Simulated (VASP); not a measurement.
Wanted: the native input for a VASP 6.6.1 run.

```
Task                   : single point
Functional             : PBE
Potentials or basis    : VASP PAW PBE potentials, release 64 (Li_sv, F)
Cutoff                 : 520 eV
k mesh                 : 10 × 10 × 10
Occupations            : fermi-dirac, width 0.03 eV
Spin                   : no spin polarisation
Dipole correction      : no
Further INCAR settings : ALGO = Normal; EDIFF = 1e-06; NBANDS = 12
```

The structure of LiF lies in POSCAR:

```
LiF
1.0
    0.0000000000      2.0744200000      2.0140000000
    2.0744200000      0.0000000000      2.0140000000
    2.0744200000      2.0744200000      0.0000000000
Li F
1 1
Direct
    0.0000000000      0.0000000000      0.0000000000
    0.5000000000      0.5000000000      0.5000000000
```

This cell differs from its parent crystal: equal xx and yy strain of +3 %.

One way to write it, as run:

INCAR

```
SYSTEM = LiF
PREC     = Accurate       ! precision mode
ENCUT    = 520            ! plane-wave cutoff, eV
EDIFF    = 1E-6           ! SCF threshold, eV
ISMEAR   = -1             ! smearing method
SIGMA    = 0.03           ! smearing width, eV
LREAL    = .False.        ! projectors in reciprocal space
LASPH    = .True.         ! aspherical terms in the spheres
NELM     = 100            ! most SCF steps
ALGO     = Normal         ! electronic algorithm
ISIF     = 2              ! what is computed and relaxed
LWAVE    = .False.        ! write WAVECAR
LCHARG   = .True.         ! write CHGCAR
GGA      = PE             ! functional
LELF     = .True.         ! ELF
LVHAR    = .True.       
NBANDS   = 12             ! bands
```

KPOINTS

```
regular mesh
0
Gamma
  10 10 10
  0 0 0
```

Potentials or basis: VASP PAW PBE potentials, release 64 (Li_sv, F).

The run is started by

```console
$ cat potpaw_PBE.64/Li_sv/POTCAR potpaw_PBE.64/F/POTCAR > POTCAR
$ mpirun -np 1 vasp_std > vasp.out
```

It gave:

```
Band gap on the k mesh : 8.56 eV, direct
```

Caveat: the cell differs from its parent crystal (equal xx and yy strain of +3 %).

Wall time 9 s on 1 thread of Intel(R) Xeon(R) 6975P-C (Granite Rapids), with other jobs on the host, peak memory 0.13 GiB.
